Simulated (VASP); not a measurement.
Write the native input for VASP 6.6.1 that does the following.

```yaml
Task: single point
Functional: PBEsol
Dispersion: D3(BJ)
Potentials_or_basis: VASP PAW PBE potentials, release 64 (Bi_d)
Cutoff: 520 eV
k_mesh: 18 × 18 × 18
Occupations: gaussian, width 0.15 eV
Spin: no spin polarisation
Dipole_correction: no
Further_INCAR_settings: ALGO = Normal; EDIFF = 1e-07; NBANDS = 14
```

The structure of Bi lies in POSCAR:

```
Bi
1.0
   -1.8436107814      1.8436107814      1.8436107814
    1.8436107814     -1.8436107814      1.8436107814
    1.8436107814      1.8436107814     -1.8436107814
Bi
1
Direct
    0.0000000000      0.0000000000      0.0000000000
```

This isn't the form of Bi at room conditions, which is rhombohedral.

One way to write it, as run:

INCAR

```
PREC = Accurate
ENCUT = 520
EDIFF = 1E-7
ISMEAR = 0
SIGMA = 0.15
LREAL = False
LASPH = True
NELM = 60
ALGO = Normal
ISIF = 2
LWAVE = False
LCHARG = False
GGA = PS
IVDW = 12
NBANDS = 14
```

KPOINTS

```
Automatic mesh
0
Gamma
  18 18 18
```

Potentials or basis: VASP PAW PBE potentials, release 64 (Bi_d).

Run with:

```bash
$ cat potpaw_PBE.64/Bi_d/POTCAR > POTCAR
$ mpirun -np 1 vasp_std > vasp.out
```

It gave:

```yaml
Pressure: 11.8 GPa
Band_gap_on_the_k_mesh: zero (an odd number of electrons rules out a gap without spin polarisation)
Dispersion_energy_per_atom: -0.657 eV
```

Caveat: the cell stands under pressure; the PAW data sets were made with another functional, which shifts forces and pressure a little; spin-orbit coupling is left out, which moves the levels of the heavy elements.

It took 26 s on 1 thread of AMD EPYC 9R45 96-Core Processor (Zen 5), on a shared host, peak memory 0.16 GiB.
